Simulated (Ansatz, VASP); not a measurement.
## Mg2SO: VASP beside Ansatz

INCAR

```
SYSTEM = Mg2SO
ALGO = Normal ; EDIFF = 1E-6
ENCUT = 520 ; GGA = PE
ISIF = 2 ; ISMEAR = 0
LASPH = .True. ; LCHARG = .True.
LELF = .True. ; LREAL = .False.
LVHAR = .True. ; LWAVE = .False.
NBANDS = 16 ; NELM = 100
PREC = Accurate ; SIGMA = 0.01
```

The input KPOINTS:

```
k-points
0
Gamma
  6 6 4
  0 0 0
```

Contents of POSCAR:

```
Mg2SO
1.0
    3.6106974487      0.0000000000      0.0000000000
    0.0000000000      3.6106974487      0.0000000000
    0.0000000000      0.0000000000      4.8828387040
O Mg S
1 2 1
Direct
    0.0000000000      0.0000000000      0.0000000000
    0.0000000000      0.5000000000      0.8086438575
    0.5000000000      0.0000000000      0.1913561425
    0.5000000000      0.5000000000      0.5000000000
```

Input for Ansatz:

```yaml
crystal:
  lattice:
    - [3.6106974487, 0.0, 0.0]
    - [0.0, 3.6106974487, 0.0]
    - [0.0, 0.0, 4.882838704]
  atoms:
    - { symbol: O, position: [0.0, 0.0, 0.0] }
    - { symbol: Mg, position: [0.0, 0.5, 0.8086438575] }
    - { symbol: S, position: [0.5, 0.5, 0.5] }
    - { symbol: Mg, position: [0.5, 0.0, 0.1913561425] }
kpoints:
  mp_grid: { grid: [6, 6, 4] }
hamiltonian:
  xc: pbe
scf:
  occupations: { method: fixed }
  n_extra_bands: 5
output:
  forces: true
  stress: true
  eigenvalues: true
```

Alike in both runs: task single point; functional PBE; k mesh 6 × 6 × 4; no spin polarisation.

|  | VASP | Ansatz |
| --- | --- | --- |
| version | VASP 6.6.1 | Ansatz 0.2.0 |
| potentials or method | VASP PAW PBE potentials, release 64 (O, Mg, S) | plane waves, PAW |
| plane-wave cutoff (eV) | 520 | 420 |
| occupations | gaussian, width 0.01 eV | fixed |
| valence electrons in the cell | 16 | 32 |

Ansatz gave:

- gap on the k mesh at the Fermi level (eV): 1.65
- pressure (GPa): 5.5
- rms of the force components (eV/Å): 0.049

Problem. What did VASP give for the same quantities?

Solution. gap on the k mesh at the Fermi level (eV): 1.63; pressure (GPa): 5.2; rms of the force components (eV/Å): 0.049.

VASP's potentials hold 16 valence electrons a cell and Ansatz's 32, so a difference there can come from the potentials and not from the codes.
